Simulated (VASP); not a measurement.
**Na: single point with r2SCAN**

The system is Na.

```xyz
2
Lattice="3.6728 0.0000 0.0000 -1.8364 3.1808 0.0000 0.0000 0.0000 5.8463" Properties=species:S:1:pos:R:3 pbc="T T T"
Na    0.0000    2.1205    1.4616
Na    1.8364    1.0603    4.3847
```

This cell differs from its parent crystal: strain -0.025 along x and y, -0.050 along z.

* Program: VASP 6.6.1
* Task: single point
* Functional: r2SCAN
* Potentials or basis: VASP PAW PBE potentials, release 64 (Na_pv)
* Cutoff: 520 eV
* k mesh: 12 × 12 × 8
* Occupations: gaussian, width 0.15 eV
* Spin: no spin polarisation
* Dipole correction: no
* Further INCAR settings: ALGO = Normal; EDIFF = 1e-07; NBANDS = 14

```
Pressure               : 1.0 GPa
Band gap on the k mesh : zero (bands 7 and 8 overlap by 4.69 eV)
```

Stress tensor (GPa, compression positive):
```
0.86 0.00 0.00
0.00 0.86 0.00
0.00 0.00 1.19
```

Levels at points of the mesh, in eV from the Fermi level:
```tsv
k point	band 4	band 5	band 6	band 7	band 8	band 9	band 10	band 11
(0.00, 0.00, 0.00)	-25.93	-25.93	-25.93	-3.66	0.66	1.42	10.88	10.89
(0.50, 0.00, 0.00)	-25.95	-25.95	-25.94	0.14	0.44	4.23	4.42	5.18
(0.00, 0.00, 0.50)	-25.94	-25.94	-25.94	-2.46	-2.46	6.54	6.54	11.50
(0.50, 0.00, 0.50)	-25.95	-25.94	-25.94	1.08	1.08	1.84	1.84	8.47
```

It took 12 min on 1 thread of Oxide Virtual Turin-like Processor, on a shared host, peak memory 0.19 GiB.

Caveat: the cell differs from its parent crystal (strain -0.025 along x and y, -0.050 along z); the PAW data sets were made with another functional, which shifts forces and pressure a little.
